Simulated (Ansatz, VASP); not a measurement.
**Pd in VASP and in Ansatz**

```xyz
1
Lattice="0.0000 1.9465 1.9465 1.9465 0.0000 1.9465 1.9465 1.9465 0.0000" Properties=species:S:1:pos:R:3 pbc="T T T"
Pd    0.0000    0.0000    0.0000
```

Alike in both runs: functional BLYP; k mesh 12 × 12 × 12; occupations tetrahedron; no spin polarisation.

|  | VASP | Ansatz |
| --- | --- | --- |
| version | VASP 6.6.1 | Ansatz 0.2.0 |
| potentials or method | VASP PAW PBE potentials, release 64 (Pd), cutoff 500 eV | all-electron PAW datasets made for the crystal |
| task | single point | electron localisation function |

Ansatz gave:

| Item | Value |
| --- | --- |
| gap on the k mesh at the Fermi level (eV) | none |
| pressure (GPa) | 18.3 |

Problem. Estimate VASP's values.

Solution. gap on the k mesh at the Fermi level (eV): none; pressure (GPa): 18.8.

VASP's potentials were made for PBE, not for BLYP. A gap of «none» marks a metal or a gap that the smearing closes. Ansatz ran all-electron here, and VASP with PAW potentials.
